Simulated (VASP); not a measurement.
# HfS2 (P-3m1) in VASP: further runs

The runs below take HfS2 through phonons, with PBE+D3(BJ).

Everything below comes from runs of VASP 6.6.1. Logs are shortened: lines on timing, memory, paths and dates and some standing lists are left out, and cuts for length are marked.

### Step 1. The cell of the first run

Symmetry: P-3m1, No. 164, trigonal system. Conventional cell: a = 3.359 Å, b = 3.359 Å, c = 5.151 Å, α = 90.00°, β = 90.00°, γ = 120.00°. Hf (site symmetry -3m) has 6 S at 2.45 Å within 3.2 Å. Within 3.2 Å of S (site symmetry 3m) lie 3 Hf at 2.45 Å and 3 S at 2.89 Å.

### Step 2. Phonons, PBE+D3(BJ)

File INCAR:

```
ALGO     = Normal         # electronic algorithm
EDIFF    = 1E-8           # SCF threshold, eV
ENCUT    = 500            # plane-wave cutoff, eV
GGA      = PE             # functional
GGA_COMPAT= False        
IBRION   = 6              # ionic algorithm
ISIF     = 2              # what is computed and relaxed
ISMEAR   = -1             # smearing method
IVDW     = 12             # dispersion correction
LASPH    = True           # aspherical terms in the spheres
LCHARG   = False          # write CHGCAR
LREAL    = False          # projectors in reciprocal space
LWAVE    = False          # write WAVECAR
NBANDS   = 18             # bands
NELM     = 120            # most SCF steps
NFREE    = 2            
NSW      = 1              # ionic steps
POTIM    = 0.015          # step
PREC     = Accurate       # precision mode
SIGMA    = 0.15           # smearing width, eV
```

File KPOINTS:

```
k-points
0
Gamma
  12 12 8
```

File POSCAR:

```
HfS2
1.0
    3.3593853426      0.0000000000      0.0000000000
   -1.6796926713      2.9093130478      0.0000000000
    0.0000000000      0.0000000000      5.1508872962
Hf S
1 2
Direct
    0.0000000000      0.0000000000      0.0000000000
    0.6666666667      0.3333333333      0.7079367424
    0.3333333333      0.6666666667      0.2920632576
```

Potentials or basis: VASP PAW PBE potentials, release 64 (Hf_pv, S).

The run is started by

```
$ cat potpaw_PBE.64/Hf_pv/POTCAR potpaw_PBE.64/S/POTCAR > POTCAR
$ mpirun -np 1 vasp_std > vasp.out
```

OUTCAR:

```text
EDIFF = 1E-8
   ENCUT = 500
   GGA = PE
   IBRION = 6
   ISIF = 2
   ISMEAR = -1
   IVDW = 12
   LASPH = True
   LREAL = False
   NELM = 120
   NFREE = 2
   NSW = 1
   POTIM = 0.015
   PREC = Accurate
 IVDW          = 12

 ion  position               nearest neighbor table
   1  0.000  0.000  0.000-   2 2.45   3 2.45   2 2.45   3 2.45   2 2.45   3 2.45
   2  0.667  0.333  0.708-   1 2.45   1 2.45   1 2.45
   3  0.333  0.667  0.292-   1 2.45   1 2.45   1 2.45

  LATTYP: Found a hexagonal cell.
 ALAT       =     3.3593853426
 C/A-ratio  =     1.5332826606

  Lattice vectors:

 A1 = (   3.3593853426,   0.0000000000,   0.0000000000)
 A2 = (  -1.6796926713,   2.9093130478,   0.0000000000)
 A3 = (   0.0000000000,   0.0000000000,   5.1508872962)

Analysis of symmetry for initial positions (statically):
=====================================================================
 Subroutine PRICEL returns:
 Original cell was already a primitive cell.

 Routine SETGRP: Setting up the symmetry group for a
 hexagonal supercell.

 Subroutine GETGRP returns: Found 12 space group operations
 (whereof 12 operations were pure point group operations)
 out of a pool of 24 trial point group operations.

The static configuration has the point symmetry D_3d.

Analysis of symmetry for dynamics (positions and initial velocities):
=====================================================================
 Subroutine PRICEL returns:
 Original cell was already a primitive cell.

 Routine SETGRP: Setting up the symmetry group for a
 hexagonal supercell.

 Subroutine GETGRP returns: Found 12 space group operations
 (whereof 12 operations were pure point group operations)
 out of a pool of 24 trial point group operations.

The dynamic configuration has the point symmetry D_3d.

 Subroutine INISYM returns: Found 12 space group operations
 (whereof 12 operations are pure point group operations),
 and found     1 'primitive' translations

----------------------------------------------------------------------------------------

                                     Primitive cell

  volume of cell :      50.3422

  direct lattice vectors                    reciprocal lattice vectors
     3.359385343  0.000000000  0.000000000     0.297673502  0.171861877  0.000000000
    -1.679692671  2.909313048  0.000000000     0.000000000  0.343723753  0.000000000
     0.000000000  0.000000000  5.150887296     0.000000000  0.000000000  0.194141309

  length of vectors
     3.359385343  3.359385343  5.150887296     0.343723753  0.343723753  0.194141309

  position of ions in fractional coordinates (direct lattice)
     0.000000000  0.000000000  0.000000000
     0.666666667  0.333333333  0.707936742
     0.333333333  0.666666667  0.292063258

  ion indices of the primitive-cell ions
   primitive index   ion index
                 1           1
                 2           2
                 3           3

----------------------------------------------------------------------------------------

 KPOINTS: k-points

Automatic generation of k-mesh.
 Grid dimensions read from file:
 generate k-points for:   12   12    8

 Generating k-lattice:

  Cartesian coordinates                     Fractional coordinates (reciprocal lattice)
     0.024806125  0.014321823  0.000000000     0.083333333 -0.000000000  0.000000000
     0.000000000  0.028643646  0.000000000     0.000000000  0.083333333  0.000000000
     0.000000000  0.000000000  0.024267664     0.000000000  0.000000000  0.125000000

  Length of vectors
     0.028643646  0.028643646  0.024267664

  Shift w.r.t. Gamma in fractional coordinates (k-lattice)
     0.000000000  0.000000000  0.000000000

 Subroutine IBZKPT returns following result:
 ===========================================

 Found    131 irreducible k-points:

 Following reciprocal coordinates:
            Coordinates               Weight
  0.000000  0.000000  0.000000      1.000000
  0.083333  0.000000  0.000000      6.000000
  0.166667  0.000000  0.000000      6.000000
  0.250000  0.000000  0.000000      6.000000
  0.333333  0.000000  0.000000      6.000000
  0.416667  0.000000  0.000000      6.000000
[... 16 lines left out ...]
  0.166667  0.000000  0.125000      6.000000
  0.000000  0.166667  0.125000      6.000000
 [... further k-points ...]
   k-points           NKPTS =    131   k-points in BZ     NKDIM =    131   number of bands    NBANDS=     18
   number of dos      NEDOS =    301   number of ions     NIONS =      3
   total plane-waves  NPLWV =  23040
   dimension x,y,z NGX =    24 NGY =   24 NGZ =   40
   dimension x,y,z NGXF=    48 NGYF=   48 NGZF=   80
   ions per type =               1   2
   NGX,Y,Z   is equivalent  to a cutoff of  11.88, 11.88, 12.91 a.u.
   NGXF,Y,Z  is equivalent  to a cutoff of  23.75, 23.75, 25.82 a.u.
 SYSTEM =  unknown system
   PREC   = accura    normal or accurate (medium, high low for compatibility)
   ISTART =      0    job   : 0-new  1-cont  2-samecut
   ICHARG =      2    charge: 1-file 2-atom 10-const
   ISPIN  =      1    spin polarized calculation?
   LNONCOLLINEAR =      F non collinear calculations
   LSORBIT =      F    spin-orbit coupling
   LASPH  =      T    aspherical Exc in radial PAW
   ENCUT  =  500.0 eV  36.75 Ry    6.06 a.u.   6.12  6.12  9.39*2*pi/ulx,y,z
   NELM   =    120;   NELMIN=  2; NELMDL= -5     # of ELM steps
   EDIFF  = 0.1E-07   stopping-criterion for ELM
   LREAL  =      F    real-space projection
   EDIFFG = 0.1E-06   stopping-criterion for IOM
   NSW    =     73    number of steps for IOM
   IBRION =      6    ionic relax: 0-MD 1-quasi-New 2-CG
   NFREE  =      2    steps in history (QN), initial steepest desc. (CG)
   ISIF   =      2    stress and relaxation
   ISYM   =      2    0-nonsym 1-usesym 2-fastsym
   POTIM  = 0.0150    time-step for ionic-motion
   TEBEG  =    0.0;   TEEND  =   0.0 temperature during run
   PSTRESS=    0.0 pullay stress
   NELECT =      22.0000    total number of electrons
   NUPDOWN=      -1.0000    fix difference up-down
   EMIN   =  10.00;   EMAX   =-10.00  energy-range for DOS
   EFERMI =   0.00;   METHOD = LEGACY
   ISMEAR =    -1;   SIGMA  =   0.15  broadening in eV -4-tet -1-fermi 0-gaus
   EFERMI_NEDOS =   21; number of points for ismear=-14 and -15
   IALGO  =     38    algorithm
   IMIX   =      4    mixing-type and parameters
     AMIX     =   0.40;   BMIX     =  1.00
     AMIX_MAG =   1.60;   BMIX_MAG =  1.00
  volume/ion in A,a.u.               =      16.78       113.24
  Fermi-wavevector in a.u.,A,eV,Ry     =   1.242334  2.347670 20.999139  1.543393
  Thomas-Fermi vector in A             =   2.376693
   LORBIT       =      0    0 simple, 1 ext, 2 COOP (PROOUT), +10 PAW based schemes
   GGA     = PE    functional components
   LHFCALC =     F    Hartree Fock is set to
   AEXX    =    0.0000 exact exchange contribution
   IVDW    =    12    specifies the selected vdW correction
   LEPSILON=     F    determine dielectric tensor
   LRPA    =     F    only Hartree local field effects (RPA)
 finite differences with symmetry
 non-spin polarized calculation
  energy-cutoff  :      500.00
  volume of cell :       50.34
 maximum number of plane-waves:      1293
   NGX = 13   NGY = 13   NGZ = 19

--------------------------------------- Ionic step        1  -------------------------------------------

 number of electron      22.0000003 magnetization

 Free energy of the ion-electron system (eV)
  ---------------------------------------------------
  ext. energy  EPLUGINS =         0.00000000
  ---------------------------------------------------
  free energy    TOTEN  =       -21.87206846 eV

  energy without entropy =      -21.84507882  energy(sigma->0) =      -21.85857364

------------------------ aborting loop because EDIFF is reached ----------------------------------------

 Edisp (eV)   -1.34506

 E8    (eV) :    -0.5837
[... 319 lines left out ...]
--------------------------------------- Ionic step        9  -------------------------------------------

 number of electron      22.0000004 magnetization

 Free energy of the ion-electron system (eV)
  ---------------------------------------------------
  ext. energy  EPLUGINS =         0.00000000
  ---------------------------------------------------
  free energy    TOTEN  =       -21.86917512 eV

  energy without entropy =      -21.84140184  energy(sigma->0) =      -21.85528848

 E-fermi :   6.7484     XC(G=0): -11.2416

 val. band max:        6.7172061841   @ k =   0.0000   0.0833   0.1250
 cond. band min:       6.8130541636   @ k =   0.0000   0.4167   0.3750
 fundamental gap:      0.0958479795
 Fermi energy:         6.7483804326

 k-point     1 :       0.0000    0.0000    0.0000
  band No.  band energies     occupation
      1     -23.8586      2.00000
      2     -23.6302      2.00000
      3     -23.6302      2.00000
      4      -8.2673      2.00000
      5      -5.0495      2.00000
      6      -0.1639      2.00000
[... 481 lines left out ...]
      5      -5.2817      2.00000
      6       0.5012      2.00000
[... 10 lines left out ...]
     17      13.4216      0.00000
     18      15.0558      0.00000

 [... further k-points ...]

------------------------ aborting loop because EDIFF is reached ----------------------------------------

 Edisp (eV)   -1.34515

 E8    (eV) :    -0.5837
[... 26 lines left out ...]
  FREE ENERGIE OF THE ION-ELECTRON SYSTEM (eV)
  ---------------------------------------------------
  free  energy   TOTEN  =       -23.2143228497 eV

  energy  without entropy=      -23.1865495699  energy(sigma->0) =      -23.20043621

 INTERNAL STRAIN TENSORS FROM DISPLACED ATOMS
 ============================================

 INTERNAL STRAIN TENSOR FOR ION    1 for displacements in x,y,z  (eV/Angst):
          X           Y           Z          XY          YZ          ZX
  --------------------------------------------------------------------------------
  x     0.00000     0.00000     0.00000     0.00000     0.00000     0.00000
  y     0.00000     0.00000     0.00000     0.00000     0.00000     0.00000
  z     0.00000     0.00000     0.00000     0.00000     0.00000     0.00000

 INTERNAL STRAIN TENSOR FOR ION    3 for displacements in x,y,z  (eV/Angst):
          X           Y           Z          XY          YZ          ZX
  --------------------------------------------------------------------------------
  x     0.00000     0.00000     0.00000     5.30706     0.00000   -11.82823
  y     5.30706    -5.30706     0.00000     0.00000   -11.82824     0.00000
  z   -13.01675   -13.01675   -14.98375     0.00000     0.00000     0.00000

 Eigenvectors and eigenvalues of the dynamical matrix
 ----------------------------------------------------

   1 f  =   12.433898 THz    78.124487 2PiTHz  414.750202 cm-1    51.422448 meV
             X         Y         Z           dx          dy          dz
      0.000000  0.000000  0.000000    -0.000000   -0.000000   -0.000000
      1.679693  0.969771  3.646502    -0.000000   -0.000000   -0.707107
     -0.000000  1.939542  1.504385     0.000000    0.000000    0.707107
[... 43 lines left out ...]
   9 f/i=    0.002043 THz     0.012837 2PiTHz    0.068148 cm-1     0.008449 meV
             X         Y         Z           dx          dy          dz
      0.000000  0.000000  0.000000    -0.346752   -0.784305   -0.000000
      1.679693  0.969771  3.646502    -0.147085   -0.332686   -0.000000
     -0.000000  1.939542  1.504385    -0.147085   -0.332686   -0.000000

 ELASTIC MODULI CONTR FROM IONIC RELAXATION (kBar)
 Direction    XX          YY          ZZ          XY          YZ          ZX
 --------------------------------------------------------------------------------
 XX        -719.8431   -343.5296   -612.0312      0.0000    419.3587     -0.0000
 YY        -343.5296   -719.8431   -612.0312     -0.0000   -419.3587      0.0000
 ZZ        -612.0312   -612.0312   -704.5172     -0.0000     -0.0000      0.0000
 XY           0.0000     -0.0000     -0.0000   -188.1568     -0.0000    419.3585
 YZ         419.3587   -419.3587     -0.0000     -0.0000   -934.6555      0.0000
 ZX          -0.0000      0.0000      0.0000    419.3585      0.0000   -934.6546
 --------------------------------------------------------------------------------
```

Run time: 6.3 min. Hardware: 1 thread of Intel Xeon 6975P-C (Granite Rapids), shared host; peak memory 0.78 GiB.

What came out:

| Item | Value |
| --- | --- |
| Highest phonon frequency at Γ, LO-TO splitting left out | 415 cm⁻¹ |
| Dispersion energy per atom | -0.448 eV |

Phonon frequencies in cm⁻¹ (negative: imaginary):
```
              q point                    frequencies
(0.000, 0.000, 0.000)  0 0 0 201 201 284 284 365 415
```

Caveat: the cell stands under pressure or tension, which shifts response properties; spin-orbit coupling is left out, which moves the levels of the heavy elements.

### Step 3. Phonons, PBE+D3(BJ)

This run uses another cell than the first one, of 22.50 Å³/atom.

File INCAR:

```
PREC = Accurate ; ENCUT = 500
EDIFF = 1E-8 ; ISMEAR = 0
SIGMA = 0.01 ; LREAL = False
LASPH = True ; NELM = 120
ALGO = Normal ; ISIF = 2
LWAVE = False ; LCHARG = False
GGA = PE ; IVDW = 12
NBANDS = 18 ; IBRION = 6
NFREE = 2 ; POTIM = 0.015
NSW = 1 ; GGA_COMPAT = False
```

File KPOINTS:

```
regular mesh
0
Gamma
  12 12 6
```

File POSCAR:

```
HfS2
1.0
    3.6244077175      0.0000000000      0.0000000000
   -1.8122038587      3.1388291571      0.0000000000
    0.0000000000      0.0000000000      5.9334388899
Hf S
1 2
Direct
    0.0000000000      0.0000000000      0.0000000000
    0.6666666667      0.3333333333      0.7551205331
    0.3333333333      0.6666666667      0.2448794669
```

Potentials or basis: VASP PAW PBE potentials, release 64 (Hf_pv, S).

The run is started by

```
$ cat potpaw_PBE.64/Hf_pv/POTCAR potpaw_PBE.64/S/POTCAR > POTCAR
$ mpirun -np 1 vasp_std > vasp.out
```

OUTCAR:

```text
PREC = Accurate
   ENCUT = 500
   EDIFF = 1E-8
   ISMEAR = 0
   LREAL = False
   LASPH = True
   NELM = 120
   ISIF = 2
   GGA = PE
   IVDW = 12
   IBRION = 6
   NFREE = 2
   POTIM = 0.015
   NSW = 1
 IVDW          = 12

 ion  position               nearest neighbor table
   1  0.000  0.000  0.000-   2 2.55   3 2.55   2 2.55   3 2.55   2 2.55   3 2.55
   2  0.667  0.333  0.755-   1 2.55   1 2.55   1 2.55
   3  0.333  0.667  0.245-   1 2.55   1 2.55   1 2.55

  LATTYP: Found a hexagonal cell.
[... 1083 lines left out ...]
  z     0.00000     0.00000     0.00000     0.00000     0.00000     0.00000

 INTERNAL STRAIN TENSOR FOR ION    3 for displacements in x,y,z  (eV/Angst):
          X           Y           Z          XY          YZ          ZX
  --------------------------------------------------------------------------------
  x     0.00000    -0.00000    -0.00000     3.37270    -0.00000   -10.62637
  y     3.37270    -3.37270     0.00000    -0.00000   -10.62637    -0.00000
  z    -9.83220    -9.83220   -16.47273    -0.00000     0.00000     0.00000

 Eigenvectors and eigenvalues of the dynamical matrix
 ----------------------------------------------------

   1 f  =    9.713146 THz    61.029498 2PiTHz  323.995687 cm-1    40.170327 meV
             X         Y         Z           dx          dy          dz
      0.000000  0.000000  0.000000     0.000000    0.000000   -0.000000
      1.812204  1.046276  4.480462     0.000000    0.000000   -0.707107
     -0.000000  2.092553  1.452977    -0.000000   -0.000000    0.707107
[... 43 lines left out ...]
   9 f/i=    0.001731 THz     0.010878 2PiTHz    0.057752 cm-1     0.007160 meV
             X         Y         Z           dx          dy          dz
      0.000000  0.000000  0.000000    -0.150833   -0.844138    0.000000
      1.812204  1.046276  4.480462    -0.063989   -0.358114    0.000000
     -0.000000  2.092553  1.452977    -0.063989   -0.358114    0.000000

 ELASTIC MODULI CONTR FROM IONIC RELAXATION (kBar)
 Direction    XX          YY          ZZ          XY          YZ          ZX
 --------------------------------------------------------------------------------
 XX        -442.1625   -299.3138   -621.1298     -0.0000    225.0371      0.0000
 YY        -299.3138   -442.1625   -621.1298     -0.0000   -225.0371     -0.0000
 ZZ        -621.1298   -621.1298  -1040.6327     -0.0000     -0.0000      0.0000
 XY          -0.0000     -0.0000     -0.0000    -71.4243     -0.0000    225.0369
 YZ         225.0371   -225.0371     -0.0000     -0.0000   -709.0258     -0.0000
 ZX           0.0000     -0.0000      0.0000    225.0369     -0.0000   -709.0248
 --------------------------------------------------------------------------------
```

It took 14 min on 1 thread of Intel Xeon Platinum 8488C (Sapphire Rapids), shared host; peak memory 0.81 GiB.

What came out:

```yaml
Highest_phonon_frequency_at_Γ_LO-TO_splitting_left_out: 324 cm⁻¹
Dispersion_energy_per_atom: -0.326 eV
```

Phonon frequencies in cm⁻¹ (negative: imaginary):
| q point | frequencies |
| --- | --- |
| (0.000, 0.000, 0.000) | 0 0 0 145 145 253 253 302 324 |

Caveat: the cell stands under pressure or tension, which shifts response properties; spin-orbit coupling is left out, which moves the levels of the heavy elements.

(Part 1 of 2 ends here.)
